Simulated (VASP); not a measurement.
Wanted: the native input for a VASP 6.6.1 run.

* Task: single point
* Functional: r2SCAN
* Potentials or basis: VASP PAW PBE potentials, release 64 (As, Ga_d, Sb)
* Cutoff: 520 eV
* k mesh: 4 × 4 × 4
* Occupations: fermi-dirac, width 0.02 eV
* Spin: no spin polarisation
* Dipole correction: no
* Further INCAR settings: ALGO = Normal; EDIFF = 1e-06; NBANDS = 46

Ga4Sb3As:

```
As Ga Sb
1.0
     6.01917    0.00000    0.00000
     0.00000    6.01917    0.00000
     0.00000    0.00000    6.01917
As Ga Sb
1 4 3
Direct
  0.00000 0.00000 0.00000
  0.75878 0.75878 0.75878
  0.24122 0.24122 0.75878
  0.24122 0.75878 0.24122
  0.75878 0.24122 0.24122
  0.50000 0.50000 0.00000
  0.50000 0.00000 0.50000
  0.00000 0.50000 0.50000
```

One way to write it, as run:

POSCAR

```
Ga4Sb3As
1.0
    6.0191720579      0.0000000000      0.0000000000
    0.0000000000      6.0191720579      0.0000000000
    0.0000000000      0.0000000000      6.0191720579
As Ga Sb
1 4 3
Direct
    0.0000000000      0.0000000000      0.0000000000
    0.7587795027      0.7587795027      0.7587795027
    0.2412204973      0.2412204973      0.7587795027
    0.2412204973      0.7587795027      0.2412204973
    0.7587795027      0.2412204973      0.2412204973
    0.5000000000      0.5000000000      0.0000000000
    0.5000000000      0.0000000000      0.5000000000
    0.0000000000      0.5000000000      0.5000000000
```

INCAR.step1

```
SYSTEM = Ga4Sb3As
ALGO = Normal
EDIFF = 1E-4
ENCUT = 520
GGA = PE
ISMEAR = -1
LASPH = .True.
LCHARG = .False.
LREAL = .False.
LWAVE = .True.
NBANDS = 46
NELM = 80
PREC = Accurate
SIGMA = 0.02
```

INCAR.step2

```
SYSTEM = Ga4Sb3As
ALGO = Normal
EDIFF = 1E-6
ENCUT = 520
ISIF = 2
ISMEAR = -1
ISTART = 1
LASPH = .True.
LCHARG = .False.
LMIXTAU = .True.
LREAL = .False.
LWAVE = .False.
METAGGA = R2SCAN
NBANDS = 46
NELM = 80
PREC = Accurate
SIGMA = 0.02
```

KPOINTS

```
k-points
0
Gamma
  4 4 4
  0 0 0
```

Potentials or basis: VASP PAW PBE potentials, release 64 (As, Ga_d, Sb).

Command:

```console
$ cat potpaw_PBE.64/As/POTCAR potpaw_PBE.64/Ga_d/POTCAR potpaw_PBE.64/Sb/POTCAR > POTCAR
$ cp INCAR.step1 INCAR
$ mpirun -np 1 vasp_std > vasp.out
$ cp INCAR.step2 INCAR
$ mpirun -np 1 vasp_std > vasp.out
```

It gave:

```json
{"Pressure": "0.0 GPa", "Largest force": "0.014 eV/Å", "Band gap on the k mesh": "0.11 eV (least direct gap 0.28 eV)"}
```

Caveat: the PAW data sets were made with another functional, which shifts forces and pressure a little; spin-orbit coupling is left out, which moves the levels of the heavy elements.

It took 5.6 min on 1 thread of AMD EPYC 9R45 96-Core Processor (Zen 5), on a shared host, peak memory 0.38 GiB.
